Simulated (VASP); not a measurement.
# MgZn4O (I4/mmm) in VASP: notebook

The runs below take MgZn4O through single point, with PBE.

All numbers are computed with VASP 6.6.1; they aren't measurements. Logs are shortened: lines on timing, memory, paths and dates and some standing lists are left out, and cuts for length are marked.

## Step 1: The cell of the first run

The structure is tetragonal, space group I4/mmm (No. 139). The conventional cell has a = 4.458 Å, b = 4.458 Å, c = 10.558 Å, α = 90.00°, β = 90.00°, γ = 90.00°. Mg (site symmetry 4/mmm) has 8 Zn at 2.64 Å and 4 O at 3.15 Å within 3.5 Å. Zn (site symmetry 2mm) has 6 Zn at 2.46 to 3.15 Å and 2 Mg at 2.64 Å and 2 O at 2.64 Å within 3.2 Å. O (site symmetry 4/mmm) has 8 Zn at 2.64 Å and 4 Mg at 3.15 Å within 3.5 Å.

## Step 2: Single point, PBE

Contents of INCAR:

```
SYSTEM = MgZn4O
ALGO     = Normal         ! electronic algorithm
EDIFF    = 1E-6           ! SCF threshold, eV
ENCUT    = 520            ! plane-wave cutoff, eV
GGA      = PE             ! functional
ISIF     = 2              ! what is computed and relaxed
ISMEAR   = 0              ! smearing method
LASPH    = .TRUE.         ! aspherical terms in the spheres
LCHARG   = .TRUE.         ! write CHGCAR
LELF     = .TRUE.         ! ELF
LREAL    = .FALSE.        ! projectors in reciprocal space
LVHAR    = .TRUE.       
LWAVE    = .FALSE.        ! write WAVECAR
NBANDS   = 37             ! bands
NELM     = 80             ! most SCF steps
PREC     = Accurate       ! precision mode
SIGMA    = 0.2            ! smearing width, eV
```

Contents of KPOINTS:

```
k-points
0
G
  4 4 4
  0 0 0
```

Contents of POSCAR:

```
MgZn4O
1.0
   -2.2287976834      2.2287976834      5.2791789673
    2.2287976834     -2.2287976834      5.2791789673
    2.2287976834      2.2287976834     -5.2791789673
Mg Zn O
1 4 1
Direct
    0.5000000000      0.5000000000      0.0000000000
    0.3663895622      0.8663895622      0.5000000000
    0.8663895622      0.3663895622      0.5000000000
    0.6336104378      0.1336104378      0.5000000000
    0.1336104378      0.6336104378      0.5000000000
    0.0000000000      0.0000000000      0.0000000000
```

Potentials or basis: VASP PAW PBE potentials, release 64 (Mg, Zn, O).

Started as:

```sh
cat potpaw_PBE.64/Mg/POTCAR potpaw_PBE.64/Zn/POTCAR potpaw_PBE.64/O/POTCAR > POTCAR
mpirun -np 1 vasp_std > vasp.out
```

OUTCAR:

```text
SYSTEM = MgZn4O
   EDIFF = 1E-6
   ENCUT = 520
   GGA = PE
   ISIF = 2
   ISMEAR = 0
   LASPH = .TRUE.
   LREAL = .FALSE.
   NELM = 80
   PREC = Accurate

 ion  position               nearest neighbor table
   1  0.500  0.500  0.000-   5 2.64   4 2.64   2 2.64   3 2.64   4 2.64   5 2.64   2 2.64   3 2.64

   2  0.366  0.866  0.500-   5 2.46   1 2.64   1 2.64   4 2.82
   3  0.866  0.366  0.500-   4 2.46   1 2.64   1 2.64   5 2.82
   4  0.634  0.134  0.500-   3 2.46   1 2.64   1 2.64   2 2.82
   5  0.134  0.634  0.500-   2 2.46   1 2.64   1 2.64   3 2.82
   6  0.000  0.000  0.000-

  LATTYP: Found a body centered tetragonal cell.
 ALAT       =     4.4575953668
 C/A-ratio  =     2.3686218837

  Lattice vectors:

 A1 = (  -2.2287976834,   2.2287976834,   5.2791789673)
 A2 = (   2.2287976834,  -2.2287976834,   5.2791789673)
 A3 = (   2.2287976834,   2.2287976834,  -5.2791789673)

Analysis of symmetry for initial positions (statically):
=====================================================================
 Subroutine PRICEL returns:
 Original cell was already a primitive cell.

 Routine SETGRP: Setting up the symmetry group for a
 body centered tetragonal supercell.

 Subroutine GETGRP returns: Found 16 space group operations
 (whereof 16 operations were pure point group operations)
 out of a pool of 16 trial point group operations.

The static configuration has the point symmetry D_4h.

Analysis of symmetry for dynamics (positions and initial velocities):
=====================================================================
 Subroutine PRICEL returns:
 Original cell was already a primitive cell.

 Routine SETGRP: Setting up the symmetry group for a
 body centered tetragonal supercell.

 Subroutine GETGRP returns: Found 16 space group operations
 (whereof 16 operations were pure point group operations)
 out of a pool of 16 trial point group operations.

The dynamic configuration has the point symmetry D_4h.

 Subroutine INISYM returns: Found 16 space group operations
 (whereof 16 operations are pure point group operations),
 and found     1 'primitive' translations

----------------------------------------------------------------------------------------

                                     Primitive cell

  volume of cell :     104.8981

  direct lattice vectors                    reciprocal lattice vectors
    -2.228797683  2.228797683  5.279178967     0.000000000  0.224336199  0.094711697
     2.228797683 -2.228797683  5.279178967     0.224336199  0.000000000  0.094711697
     2.228797683  2.228797683 -5.279178967     0.224336199  0.224336199  0.000000000

  length of vectors
     6.148561522  6.148561522  6.148561522     0.243509827  0.243509827  0.317259295

  position of ions in fractional coordinates (direct lattice)
     0.500000000  0.500000000  0.000000000
     0.366389562  0.866389562  0.500000000
     0.866389562  0.366389562  0.500000000
     0.633610438  0.133610438  0.500000000
     0.133610438  0.633610438  0.500000000
     0.000000000  0.000000000  0.000000000

  ion indices of the primitive-cell ions
   primitive index   ion index
                 1           1
                 2           2
                 3           3
                 4           4
                 5           5
                 6           6

----------------------------------------------------------------------------------------

 KPOINTS: k-points

Automatic generation of k-mesh.
 Grid dimensions read from file:
 generate k-points for:    4    4    4

 Generating k-lattice:

  Cartesian coordinates                     Fractional coordinates (reciprocal lattice)
     0.000000000  0.056084050  0.023677924     0.250000000  0.000000000  0.000000000
     0.056084050  0.000000000  0.023677924     0.000000000  0.250000000  0.000000000
     0.056084050  0.056084050  0.000000000     0.000000000  0.000000000  0.250000000

  Length of vectors
     0.060877457  0.060877457  0.079314824

  Shift w.r.t. Gamma in fractional coordinates (k-lattice)
     0.000000000  0.000000000  0.000000000

 Subroutine IBZKPT returns following result:
 ===========================================

 Found     13 irreducible k-points:

 Following reciprocal coordinates:
            Coordinates               Weight
  0.000000  0.000000  0.000000      1.000000
  0.250000  0.000000  0.000000      8.000000
  0.500000  0.000000  0.000000      4.000000
  0.250000  0.250000  0.000000      8.000000
  0.500000  0.250000  0.000000     16.000000
 -0.250000  0.250000  0.000000      4.000000
  0.500000  0.500000  0.000000      2.000000
  0.250000  0.250000  0.250000      2.000000
 -0.250000  0.250000  0.250000      4.000000
  0.500000  0.500000  0.250000      4.000000
 -0.250000  0.500000  0.250000      8.000000
 -0.250000 -0.250000  0.250000      2.000000
  0.500000  0.500000  0.500000      1.000000
   k-points           NKPTS =     13   k-points in BZ     NKDIM =     13   number of bands    NBANDS=     37
   number of dos      NEDOS =    301   number of ions     NIONS =      6
   total plane-waves  NPLWV = 110592
   dimension x,y,z NGX =    48 NGY =   48 NGZ =   48
   dimension x,y,z NGXF=    96 NGYF=   96 NGZF=   96
   ions per type =               1   4   1
   NGX,Y,Z   is equivalent  to a cutoff of  12.98, 12.98, 12.98 a.u.
   NGXF,Y,Z  is equivalent  to a cutoff of  25.96, 25.96, 25.96 a.u.
 SYSTEM =  MgZn4O
   PREC   = accura    normal or accurate (medium, high low for compatibility)
   ISTART =      0    job   : 0-new  1-cont  2-samecut
   ICHARG =      2    charge: 1-file 2-atom 10-const
   ISPIN  =      1    spin polarized calculation?
   LNONCOLLINEAR =      F non collinear calculations
   LSORBIT =      F    spin-orbit coupling
   LASPH  =      T    aspherical Exc in radial PAW
   ENCUT  =  520.0 eV  38.22 Ry    6.18 a.u.  11.43 11.43 11.43*2*pi/ulx,y,z
   NELM   =     80;   NELMIN=  2; NELMDL= -5     # of ELM steps
   EDIFF  = 0.1E-05   stopping-criterion for ELM
   LREAL  =      F    real-space projection
   EDIFFG = 0.1E-04   stopping-criterion for IOM
   NSW    =      0    number of steps for IOM
   IBRION =     -1    ionic relax: 0-MD 1-quasi-New 2-CG
   NFREE  =      0    steps in history (QN), initial steepest desc. (CG)
   ISIF   =      2    stress and relaxation
   ISYM   =      2    0-nonsym 1-usesym 2-fastsym
   POTIM  = 0.5000    time-step for ionic-motion
   TEBEG  =    0.0;   TEEND  =   0.0 temperature during run
   PSTRESS=    0.0 pullay stress
   NELECT =      56.0000    total number of electrons
   NUPDOWN=      -1.0000    fix difference up-down
   EMIN   =  10.00;   EMAX   =-10.00  energy-range for DOS
   EFERMI =   0.00;   METHOD = LEGACY
   ISMEAR =     0;   SIGMA  =   0.20  broadening in eV -4-tet -1-fermi 0-gaus
   EFERMI_NEDOS =   21; number of points for ismear=-14 and -15
   IALGO  =     38    algorithm
   IMIX   =      4    mixing-type and parameters
     AMIX     =   0.40;   BMIX     =  1.00
     AMIX_MAG =   1.60;   BMIX_MAG =  1.00
  volume/ion in A,a.u.               =      17.48       117.98
  Fermi-wavevector in a.u.,A,eV,Ry     =   1.328052  2.509654 23.996882  1.763721
  Thomas-Fermi vector in A             =   2.457318
   LORBIT       =      0    0 simple, 1 ext, 2 COOP (PROOUT), +10 PAW based schemes
   GGA     = PE    functional components
   LHFCALC =     F    Hartree Fock is set to
   AEXX    =    0.0000 exact exchange contribution
   IVDW    =     0    specifies the selected vdW correction
   LEPSILON=     F    determine dielectric tensor
   LRPA    =     F    only Hartree local field effects (RPA)
 non-spin polarized calculation
 Gauss-broadening in eV      SIGMA  =   0.20
  energy-cutoff  :      520.00
  volume of cell :      104.90
 maximum number of plane-waves:      2848
 NGX is ok and might be reduce to    48
   NGX = 23   NGY = 23   NGZ = 23

 number of electron      56.0000002 magnetization

 Free energy of the ion-electron system (eV)
  ---------------------------------------------------
  ext. energy  EPLUGINS =         0.00000000
  ---------------------------------------------------
  free energy    TOTEN  =        -9.84998615 eV

  energy without entropy =       -9.79950792  energy(sigma->0) =       -9.82474703

 E-fermi :   1.8649     XC(G=0): -10.0495

 val. band max:        1.7602969249   @ k =  -0.2500   0.2500   0.0000
 cond. band min:       1.8992008791   @ k =   0.5000   0.2500   0.0000
 fundamental gap:      0.1389039541
 Fermi energy:         1.8649106721

 k-point     1 :       0.0000    0.0000    0.0000
  band No.  band energies     occupation
      1     -15.2769      2.00000
      2      -6.1450      2.00000
      3      -5.8207      2.00000
      4      -5.6030      2.00000
      5      -5.6008      2.00000
      6      -5.5190      2.00000
[... 29 lines left out ...]
     36       9.8382      0.00000
     37       9.8382      0.00000

 k-point     2 :       0.2500    0.0000    0.0000
  band No.  band energies     occupation
      1     -15.2552      2.00000
      2      -6.0498      2.00000
      3      -5.7330      2.00000
      4      -5.6363      2.00000
      5      -5.5633      2.00000
      6      -5.5615      2.00000
[... 29 lines left out ...]
     36       8.8204      0.00000
     37       9.3391      0.00000

 k-point     3 :       0.5000    0.0000    0.0000
  band No.  band energies     occupation
      1     -15.2333      2.00000
      2      -5.8999      2.00000
      3      -5.8158      2.00000
      4      -5.6902      2.00000
      5      -5.5757      2.00000
      6      -5.5379      2.00000
[... 29 lines left out ...]
     36       8.0611      0.00000
     37       8.3527      0.00000
[... 321 lines left out ...]
 k-point    12 :      -0.2500   -0.2500    0.2500
  band No.  band energies     occupation
      1     -15.2740      2.00000
      2      -5.9298      2.00000
      3      -5.8013      2.00000
      4      -5.7758      2.00000
      5      -5.6808      2.00000
      6      -5.6808      2.00000
[... 29 lines left out ...]
     36       9.1592      0.00000
     37       9.5951      0.00000

 k-point    13 :       0.5000    0.5000    0.5000
  band No.  band energies     occupation
      1     -15.2709      2.00000
      2      -5.9312      2.00000
      3      -5.7817      2.00000
      4      -5.7614      2.00000
      5      -5.7614      2.00000
      6      -5.7101      2.00000
[... 29 lines left out ...]
     36       7.0633      0.00000
     37       8.7044      0.00000

------------------------ aborting loop because EDIFF is reached ----------------------------------------

  FORCE on cell =-STRESS in cart. coord.  units (eV):
  Direction    XX          YY          ZZ          XY          YZ          ZX
  --------------------------------------------------------------------------------------
  -------------------------------------------------------------------------------------
  Total       -0.0402405     -0.0402405      0.4149435      0.0000000     -0.0000000      0.0000000
  in kB       -0.6146191     -0.6146191      6.3377033      0.0000000     -0.0000000      0.0000000
  external PRESSURE =       1.7028217 kB  Pullay stress =       0.0000000 kB

 VOLUME and BASIS-vectors are now :
 -----------------------------------------------------------------------------
  energy-cutoff  :      520.00
  volume of cell :      104.90
      direct lattice vectors                 reciprocal lattice vectors
    -2.228797683  2.228797683  5.279178967     0.000000000  0.224336199  0.094711697
     2.228797683 -2.228797683  5.279178967     0.224336199  0.000000000  0.094711697
     2.228797683  2.228797683 -5.279178967     0.224336199  0.224336199  0.000000000

 POSITION                                       TOTAL-FORCE (eV/Angst)
 -----------------------------------------------------------------------------------
      0.00000      0.00000      5.27918         0.000000      0.000000      0.000000
      2.22880      0.00000      3.86847         0.000000     -0.000000     -0.024737
      0.00000      2.22880      3.86847        -0.000000      0.000000     -0.024737
      0.00000      2.22880      1.41071        -0.000000      0.000000      0.024737
      2.22880      0.00000      1.41071         0.000000     -0.000000      0.024737
      0.00000      0.00000      0.00000         0.000000      0.000000      0.000000
 -----------------------------------------------------------------------------------
    total drift:                               -0.000000      0.000000     -0.000000

  FREE ENERGIE OF THE ION-ELECTRON SYSTEM (eV)
  ---------------------------------------------------
  free  energy   TOTEN  =        -9.8499861460 eV

  energy  without entropy=       -9.7995079222  energy(sigma->0) =       -9.82474703
```

It took 93 s on 1 thread of AMD EPYC 9R45 (Zen 5), shared host; peak memory 0.29 GiB.

What came out:

| Item | Value |
| --- | --- |
| Free energy | -9.8500 eV |
| Pressure | 0.2 GPa |
| Largest force | 0.025 eV/Å |
| Band gap on the k mesh | zero (band 28 reaches 2.93 eV, above the bottom of band 29 at 1.59 eV) |

Forces in eV/Å, atoms in the order of the input:
```
Mg   0.000  0.000  0.000
Zn   0.000  0.000 -0.025
Zn   0.000  0.000 -0.025
Zn   0.000  0.000  0.025
Zn   0.000  0.000  0.025
O    0.000  0.000  0.000
```

Stress tensor (GPa, compression positive):
```
-0.06  0.00  0.00
 0.00 -0.06  0.00
 0.00  0.00  0.63
```

Levels at points of the mesh, in eV from the Fermi level:
```tsv
k point	band 25	band 26	band 27	band 28	band 29	band 30	band 31	band 32
(0.00, 0.00, 0.00)	-3.08	-1.84	-0.85	-0.43	-0.28	1.18	1.18	2.19
(0.50, 0.00, 0.00)	-2.89	-2.71	-1.78	-0.44	1.36	2.12	2.70	3.43
(0.50, 0.50, 0.00)	-3.38	-3.30	-1.72	-1.06	0.23	0.67	0.89	1.71
(0.50, 0.50, 0.50)	-3.35	-1.76	-1.71	1.07	1.07	2.36	3.69	3.69
```

Caveat: the k points lie up to 0.50 Å⁻¹ apart.

## Step 3: Single point, PBE

This run uses another cell than the first one, of 19.98 Å³/atom, 1.143 times its volume.

Contents of INCAR:

```
SYSTEM = MgZn4O
ALGO = Normal
EDIFF = 1E-6
ENCUT = 520
GGA = PE
ISIF = 2
ISMEAR = 0
LASPH = .TRUE.
LCHARG = .FALSE.
LREAL = .FALSE.
LWAVE = .FALSE.
NBANDS = 37
NELM = 80
PREC = Accurate
SIGMA = 0.2
```

KPOINTS is that of step 2.

Contents of POSCAR:

```
MgZn4O
1.0
   -2.4691488381      2.4691488381      4.9150348481
    2.4691488381     -2.4691488381      4.9150348481
    2.4691488381      2.4691488381     -4.9150348481
Mg Zn O
1 4 1
Direct
    0.5000000000      0.5000000000      0.0000000000
    0.7500000000      0.2500000000      0.5000000000
    0.4999998507      0.9999998507      0.5000000000
    0.0000001493      0.5000001493      0.5000000000
    0.2500000000      0.7500000000      0.5000000000
    0.0000000000      0.0000000000      0.0000000000
```

Potentials or basis: VASP PAW PBE potentials, release 64 (Mg, Zn, O).

Started as:

```sh
cat potpaw_PBE.64/Mg/POTCAR potpaw_PBE.64/Zn/POTCAR potpaw_PBE.64/O/POTCAR > POTCAR
mpirun -np 1 vasp_std > vasp.out
```

It took 1.8 min on 1 thread of AMD EPYC 7R43 (Zen 3), shared host; peak memory 0.3 GiB.

It converged, with:

```yaml
Free_energy: -8.8872 eV
Pressure: 0.1 GPa
Band_gap_on_the_k_mesh: zero (band 28 reaches 1.54 eV, above the bottom of band 29 at 0.62 eV)
```

Stress tensor (GPa, compression positive):
```
-0.17  0.00  0.00
 0.00 -0.17  0.00
 0.00  0.00  0.52
```

Levels at points of the mesh, in eV from the Fermi level:
```csv
k point,band 25,band 26,band 27,band 28,band 29,band 30,band 31,band 32
"(0.00, 0.00, 0.00)",-2.33,-2.05,-1.49,-0.35,0.00,1.19,1.19,1.65
"(0.50, 0.00, 0.00)",-2.56,-2.22,-0.93,-0.59,0.35,1.22,2.80,3.22
"(0.50, 0.50, 0.00)",-3.38,-1.75,-0.92,0.09,0.21,0.48,0.88,2.49
"(0.50, 0.50, 0.50)",-3.07,-3.02,-0.85,0.46,0.46,2.02,3.66,4.11
```

Caveat: the k points lie up to 0.45 Å⁻¹ apart.
